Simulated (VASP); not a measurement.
Write the native input for VASP 6.6.1 that does the following.

```yaml
Task: single point
Functional: PBE
Dispersion: D3(BJ)
Potentials_or_basis: VASP PAW PBE potentials, release 64 (C)
Cutoff: 520 eV
k_mesh: 15 × 15 × 10
Occupations: gaussian, width 0.1 eV
Spin: no spin polarisation
Dipole_correction: no
Further_INCAR_settings: ALGO = Normal; EDIFF = 1e-07; NBANDS = 11; ISYM = 0
```

The structure of C lies in POSCAR:

```
C
1.0
    2.4649634462      0.0000000000      0.0000000000
   -1.2324817231      2.1347209638      0.0000000000
    0.6162408615      1.0673604819      3.3921583682
C
2
Direct
    0.8333003377      0.1666996623      0.0000000000
    0.1666996623      0.8333003377      0.0000000000
```

The input as run:

INCAR

```
ALGO = Normal ; EDIFF = 1E-7
ENCUT = 520 ; GGA = PE
ISIF = 2 ; ISMEAR = 0
ISYM = 0 ; IVDW = 12
LASPH = True ; LCHARG = False
LREAL = False ; LWAVE = False
NBANDS = 11 ; NELM = 100
PREC = Accurate ; SIGMA = 0.1
```

KPOINTS

```
k-points
0
Gamma
  15 15 10
```

Potentials or basis: VASP PAW PBE potentials, release 64 (C).

The run is started by

```console
$ cat potpaw_PBE.64/C/POTCAR > POTCAR
$ mpirun -np 1 vasp_std > vasp.out
```

It gave:

| Property | Result |
| --- | --- |
| Pressure | 0.4 GPa |
| Largest force | 0.010 eV/Å |
| Band gap on the k mesh | 0.04 eV, indirect (least direct gap 0.08 eV) |
| Dispersion energy per atom | -0.154 eV |

Wall time 5.6 min on 1 thread of AMD EPYC 7R13 (shared host), peak memory 0.25 GiB.
